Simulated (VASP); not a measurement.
# WC (CsCl type) (Pm-3m) in VASP: further runs

WC (CsCl type) is run at these levels: PBE; tasks: single point.

Everything below comes from runs of VASP 6.6.1. Logs are shortened: lines on timing, memory, paths and dates and some standing lists are left out, and cuts for length are marked.

**1. The cell of the first run**

Symmetry: Pm-3m, No. 221, cubic system. Conventional cell: a = 2.727 Å, b = 2.727 Å, c = 2.727 Å, α = 90.00°, β = 90.00°, γ = 90.00°. Within 3.1 Å of W (site symmetry m-3m) lie 8 C at 2.36 Å and 6 W at 2.73 Å. Within 3.1 Å of C (site symmetry m-3m) lie 8 W at 2.36 Å and 6 C at 2.73 Å.

**2. Single point, PBE**

The input, INCAR:

```
  PREC = Accurate
  ENCUT = 520
  EDIFF = 1E-6
  ISMEAR = -1
  SIGMA = 0.08
  LREAL = False
  LASPH = True
  NELM = 80
  ALGO = Normal
  ISIF = 2
  LWAVE = False
  LCHARG = False
  GGA = PE
  NBANDS = 16
```

The input, KPOINTS:

```
Automatic mesh
0
Gamma
  14 14 14
```

The input, POSCAR:

```
WC
1.0
    2.7270920957      0.0000000000      0.0000000000
    0.0000000000      2.7270920957      0.0000000000
    0.0000000000      0.0000000000      2.7270920957
W C
1 1
Direct
    0.0000000000      0.0000000000      0.0000000000
    0.5000000000      0.5000000000      0.5000000000
```

Potentials or basis: VASP PAW PBE potentials, release 64 (W_sv, C).

On the command line:

```
cat potpaw_PBE.64/W_sv/POTCAR potpaw_PBE.64/C/POTCAR > POTCAR
mpirun -np 1 vasp_std > vasp.out
```

OUTCAR:

```text
PREC = Accurate
   ENCUT = 520
   EDIFF = 1E-6
   ISMEAR = -1
   LREAL = False
   LASPH = True
   NELM = 80
   ISIF = 2
   GGA = PE

 ion  position               nearest neighbor table
   1  0.000  0.000  0.000-   2 2.36   2 2.36   2 2.36   2 2.36   2 2.36   2 2.36   2 2.36   2 2.36

   2  0.500  0.500  0.500-   1 2.36   1 2.36   1 2.36   1 2.36   1 2.36   1 2.36   1 2.36   1 2.36

  LATTYP: Found a simple cubic cell.
 ALAT       =     2.7270920957

  Lattice vectors:

 A1 = (   2.7270920957,   0.0000000000,   0.0000000000)
 A2 = (   0.0000000000,   2.7270920957,   0.0000000000)
 A3 = (   0.0000000000,   0.0000000000,   2.7270920957)

Analysis of symmetry for initial positions (statically):
=====================================================================
 Subroutine PRICEL returns:
 Original cell was already a primitive cell.

 Routine SETGRP: Setting up the symmetry group for a
 simple cubic supercell.

 Subroutine GETGRP returns: Found 48 space group operations
 (whereof 48 operations were pure point group operations)
 out of a pool of 48 trial point group operations.

The static configuration has the point symmetry O_h .

Analysis of symmetry for dynamics (positions and initial velocities):
=====================================================================
 Subroutine PRICEL returns:
 Original cell was already a primitive cell.

 Routine SETGRP: Setting up the symmetry group for a
 simple cubic supercell.

 Subroutine GETGRP returns: Found 48 space group operations
 (whereof 48 operations were pure point group operations)
 out of a pool of 48 trial point group operations.

The dynamic configuration has the point symmetry O_h .

 Subroutine INISYM returns: Found 48 space group operations
 (whereof 48 operations are pure point group operations),
 and found     1 'primitive' translations

----------------------------------------------------------------------------------------

                                     Primitive cell

  volume of cell :      20.2815

  direct lattice vectors                    reciprocal lattice vectors
     2.727092096  0.000000000  0.000000000     0.366690953  0.000000000  0.000000000
     0.000000000  2.727092096  0.000000000     0.000000000  0.366690953  0.000000000
     0.000000000  0.000000000  2.727092096     0.000000000  0.000000000  0.366690953

  length of vectors
     2.727092096  2.727092096  2.727092096     0.366690953  0.366690953  0.366690953

  position of ions in fractional coordinates (direct lattice)
     0.000000000  0.000000000  0.000000000
     0.500000000  0.500000000  0.500000000

  ion indices of the primitive-cell ions
   primitive index   ion index
                 1           1
                 2           2

----------------------------------------------------------------------------------------

 KPOINTS: Automatic mesh

Automatic generation of k-mesh.
 Grid dimensions read from file:
 generate k-points for:   14   14   14

 Generating k-lattice:

  Cartesian coordinates                     Fractional coordinates (reciprocal lattice)
     0.026192211  0.000000000  0.000000000     0.071428571  0.000000000  0.000000000
     0.000000000  0.026192211  0.000000000     0.000000000  0.071428571  0.000000000
     0.000000000  0.000000000  0.026192211     0.000000000  0.000000000  0.071428571

  Length of vectors
     0.026192211  0.026192211  0.026192211

  Shift w.r.t. Gamma in fractional coordinates (k-lattice)
     0.000000000  0.000000000  0.000000000

 Subroutine IBZKPT returns following result:
 ===========================================

 Found    120 irreducible k-points:

 Following reciprocal coordinates:
            Coordinates               Weight
  0.000000  0.000000  0.000000      1.000000
  0.071429  0.000000  0.000000      6.000000
  0.142857  0.000000  0.000000      6.000000
  0.214286  0.000000  0.000000      6.000000
  0.285714  0.000000  0.000000      6.000000
  0.357143  0.000000  0.000000      6.000000
[... 16 lines left out ...]
  0.285714  0.214286  0.000000     24.000000
  0.357143  0.214286  0.000000     24.000000
 [... further k-points ...]
   k-points           NKPTS =    120   k-points in BZ     NKDIM =    120   number of bands    NBANDS=     16
   number of dos      NEDOS =    301   number of ions     NIONS =      2
   total plane-waves  NPLWV =   8000
   dimension x,y,z NGX =    20 NGY =   20 NGZ =   20
   dimension x,y,z NGXF=    40 NGYF=   40 NGZF=   40
   ions per type =               1   1
   NGX,Y,Z   is equivalent  to a cutoff of  12.19, 12.19, 12.19 a.u.
   NGXF,Y,Z  is equivalent  to a cutoff of  24.38, 24.38, 24.38 a.u.
 SYSTEM =  unknown system
   PREC   = accura    normal or accurate (medium, high low for compatibility)
   ISTART =      0    job   : 0-new  1-cont  2-samecut
   ICHARG =      2    charge: 1-file 2-atom 10-const
   ISPIN  =      1    spin polarized calculation?
   LNONCOLLINEAR =      F non collinear calculations
   LSORBIT =      F    spin-orbit coupling
   LASPH  =      T    aspherical Exc in radial PAW
   ENCUT  =  520.0 eV  38.22 Ry    6.18 a.u.   5.07  5.07  5.07*2*pi/ulx,y,z
   NELM   =     80;   NELMIN=  2; NELMDL= -5     # of ELM steps
   EDIFF  = 0.1E-05   stopping-criterion for ELM
   LREAL  =      F    real-space projection
   EDIFFG = 0.1E-04   stopping-criterion for IOM
   NSW    =      0    number of steps for IOM
   IBRION =     -1    ionic relax: 0-MD 1-quasi-New 2-CG
   NFREE  =      0    steps in history (QN), initial steepest desc. (CG)
   ISIF   =      2    stress and relaxation
   ISYM   =      2    0-nonsym 1-usesym 2-fastsym
   POTIM  = 0.5000    time-step for ionic-motion
   TEBEG  =    0.0;   TEEND  =   0.0 temperature during run
   PSTRESS=    0.0 pullay stress
   NELECT =      18.0000    total number of electrons
   NUPDOWN=      -1.0000    fix difference up-down
   EMIN   =  10.00;   EMAX   =-10.00  energy-range for DOS
   EFERMI =   0.00;   METHOD = LEGACY
   ISMEAR =    -1;   SIGMA  =   0.08  broadening in eV -4-tet -1-fermi 0-gaus
   EFERMI_NEDOS =   21; number of points for ismear=-14 and -15
   IALGO  =     38    algorithm
   IMIX   =      4    mixing-type and parameters
     AMIX     =   0.40;   BMIX     =  1.00
     AMIX_MAG =   1.60;   BMIX_MAG =  1.00
  volume/ion in A,a.u.               =      10.14        68.43
  Fermi-wavevector in a.u.,A,eV,Ry     =   1.573255  2.973021 33.676217  2.475132
  Thomas-Fermi vector in A             =   2.674567
   LORBIT       =      0    0 simple, 1 ext, 2 COOP (PROOUT), +10 PAW based schemes
   GGA     = PE    functional components
   LHFCALC =     F    Hartree Fock is set to
   AEXX    =    0.0000 exact exchange contribution
   IVDW    =     0    specifies the selected vdW correction
   LEPSILON=     F    determine dielectric tensor
   LRPA    =     F    only Hartree local field effects (RPA)
 non-spin polarized calculation
  energy-cutoff  :      520.00
  volume of cell :       20.28
 maximum number of plane-waves:       557
   NGX = 11   NGY = 11   NGZ = 11

 number of electron      18.0000007 magnetization

 Free energy of the ion-electron system (eV)
  ---------------------------------------------------
  ext. energy  EPLUGINS =         0.00000000
  ---------------------------------------------------
  free energy    TOTEN  =       -20.62979277 eV

  energy without entropy =      -20.61181442  energy(sigma->0) =      -20.62080360

 E-fermi :  12.3009     XC(G=0): -14.0232

 val. band max:       12.2942687996   @ k =   0.4286   0.3571   0.2857
 cond. band min:      12.3072662763   @ k =   0.1429   0.1429   0.0714
 fundamental gap:      0.0129974767
 Fermi energy:        12.3009111420

 k-point     1 :       0.0000    0.0000    0.0000
  band No.  band energies     occupation
      1     -62.5270      2.00000
      2     -26.3279      2.00000
      3     -26.3279      2.00000
      4     -26.3279      2.00000
      5      -3.0569      2.00000
      6       7.1734      2.00000
[... 8 lines left out ...]
     15      29.9052      0.00000
     16      29.9052      0.00000

 k-point     2 :       0.0714    0.0000    0.0000
  band No.  band energies     occupation
      1     -62.5238      2.00000
      2     -26.3806      2.00000
      3     -26.3232      2.00000
      4     -26.3232      2.00000
      5      -2.9322      2.00000
      6       7.1999      2.00000
[... 8 lines left out ...]
     15      28.9261      0.00000
     16      30.1127      0.00000

 k-point     3 :       0.1429    0.0000    0.0000
  band No.  band energies     occupation
      1     -62.5148      2.00000
      2     -26.5261      2.00000
      3     -26.3100      2.00000
      4     -26.3100      2.00000
      5      -2.5698      2.00000
      6       7.1287      2.00000
[... 8 lines left out ...]
     15      27.1877      0.00000
     16      30.6467      0.00000

 k-point     4 :       0.2143    0.0000    0.0000
  band No.  band energies     occupation
      1     -62.5019      2.00000
      2     -26.7314      2.00000
      3     -26.2909      2.00000
      4     -26.2909      2.00000
      5      -2.0001      2.00000
      6       6.6463      2.00000
[... 8 lines left out ...]
     15      25.4868      0.00000
     16      31.0316      0.00000
[... 324 lines left out ...]
 k-point    22 :       0.2143    0.2143    0.0000
  band No.  band energies     occupation
      1     -62.4769      2.00000
      2     -26.7024      2.00000
      3     -26.6674      2.00000
      4     -26.2553      2.00000
      5      -1.1459      2.00000
      6       6.5083      2.00000
[... 8 lines left out ...]
     15      26.9180      0.00000
     16      29.7332      0.00000

 k-point    23 :       0.2857    0.2143    0.0000
  band No.  band energies     occupation
      1     -62.4626      2.00000
      2     -26.9026      2.00000
      3     -26.6569      2.00000
      4     -26.2348      2.00000
      5      -0.5946      2.00000
      6       5.8317      2.00000
[... 8 lines left out ...]
     15      26.6097      0.00000
     16      29.0406      0.00000

 k-point    24 :       0.3571    0.2143    0.0000
  band No.  band energies     occupation
      1     -62.4497      2.00000
      2     -27.0916      2.00000
      3     -26.6335      2.00000
      4     -26.2162      2.00000
      5      -0.0161      2.00000
      6       5.0637      2.00000
[... 8 lines left out ...]
     15      25.9480      0.00000
     16      27.7432      0.00000

 [... further k-points ...]

------------------------ aborting loop because EDIFF is reached ----------------------------------------

  FORCE on cell =-STRESS in cart. coord.  units (eV):
  Direction    XX          YY          ZZ          XY          YZ          ZX
  --------------------------------------------------------------------------------------
  -------------------------------------------------------------------------------------
  Total        0.1633507      0.1633507      0.1633507     -0.0000000      0.0000000     -0.0000000
  in kB       12.9042324     12.9042324     12.9042324     -0.0000000      0.0000000     -0.0000000
  external PRESSURE =      12.9042324 kB  Pullay stress =       0.0000000 kB

 VOLUME and BASIS-vectors are now :
 -----------------------------------------------------------------------------
  energy-cutoff  :      520.00
  volume of cell :       20.28
      direct lattice vectors                 reciprocal lattice vectors
     2.727092096  0.000000000  0.000000000     0.366690953  0.000000000  0.000000000
     0.000000000  2.727092096  0.000000000     0.000000000  0.366690953  0.000000000
     0.000000000  0.000000000  2.727092096     0.000000000  0.000000000  0.366690953

 POSITION                                       TOTAL-FORCE (eV/Angst)
 -----------------------------------------------------------------------------------
      0.00000      0.00000      0.00000         0.000000      0.000000      0.000000
      1.36355      1.36355      1.36355         0.000000      0.000000      0.000000
 -----------------------------------------------------------------------------------
    total drift:                                0.000000      0.000000      0.000000

  FREE ENERGIE OF THE ION-ELECTRON SYSTEM (eV)
  ---------------------------------------------------
  free  energy   TOTEN  =       -20.6297927692 eV

  energy  without entropy=      -20.6118144213  energy(sigma->0) =      -20.62080360
```

Wall time 18 s (1 thread of Intel Xeon Platinum 8488C (Sapphire Rapids), shared host); peak memory 0.14 GiB.

What came out:

```
Free energy            : -20.6298 eV
Pressure               : 1.3 GPa
Band gap on the k mesh : zero (bands 9 and 10 overlap by 7.03 eV)
```

Caveat: spin-orbit coupling is left out, which moves the levels of the heavy elements.

**3. Single point, PBE**

The input, INCAR:

```
SYSTEM = WC
ALGO     = Normal         ! electronic algorithm
EDIFF    = 1E-7           ! SCF threshold, eV
ENCUT    = 520            ! plane-wave cutoff, eV
GGA      = PE             ! functional
ISIF     = 2              ! what is computed and relaxed
ISMEAR   = -1             ! smearing method
LASPH    = .TRUE.         ! aspherical terms in the spheres
LCHARG   = .FALSE.        ! write CHGCAR
LREAL    = .FALSE.        ! projectors in reciprocal space
LWAVE    = .FALSE.        ! write WAVECAR
NBANDS   = 16             ! bands
NELM     = 60             ! most SCF steps
PREC     = Accurate       ! precision mode
SIGMA    = 0.08           ! smearing width, eV
```

The input, KPOINTS:

```
k-points
0
G
  14 14 14
  0 0 0
```

The input, POSCAR:

```
WC
1.0
    2.7275356584      0.0000000000      0.0000000000
    0.0000000000      2.7275356584      0.0000000000
    0.0000000000      0.0000000000      2.7275356584
W C
1 1
Direct
    0.0000000000      0.0000000000      0.0000000000
    0.5000000000      0.5000000000      0.5000000000
```

Potentials or basis: VASP PAW PBE potentials, release 64 (W_sv, C).

On the command line:

```
cat potpaw_PBE.64/W_sv/POTCAR potpaw_PBE.64/C/POTCAR > POTCAR
mpirun -np 1 vasp_std > vasp.out
```

Wall time 20 s (1 thread of Intel Xeon Platinum 8488C (Sapphire Rapids), shared host); peak memory 0.15 GiB.

The run converged. Its results:

- Free energy: -20.6299 eV
- Pressure: 1.1 GPa
- Band gap on the k mesh: zero (bands 9 and 10 overlap by 7.03 eV)

Levels at points of the mesh, in eV from the Fermi level:
| k point | band 5 | band 6 | band 7 | band 8 | band 9 | band 10 | band 11 | band 12 | band 13 | band 14 |
| --- | --- | --- | --- | --- | --- | --- | --- | --- | --- | --- |
| (0.00, 0.00, 0.00) | -15.35 | -5.12 | -5.12 | 0.05 | 0.05 | 0.05 | 2.87 | 2.87 | 2.87 | 6.98 |
| (0.50, 0.00, 0.00) | -11.27 | -9.42 | -4.01 | -3.37 | -3.37 | 3.38 | 4.51 | 6.94 | 6.94 | 9.64 |
| (0.50, 0.50, 0.00) | -12.24 | -4.48 | -4.48 | -4.12 | -0.02 | -0.02 | 1.20 | 3.30 | 5.57 | 10.21 |
| (0.50, 0.50, 0.50) | -8.27 | -8.27 | -8.27 | -8.16 | 5.82 | 5.82 | 7.67 | 7.67 | 7.67 | 8.12 |

Caveat: spin-orbit coupling is left out, which moves the levels of the heavy elements.
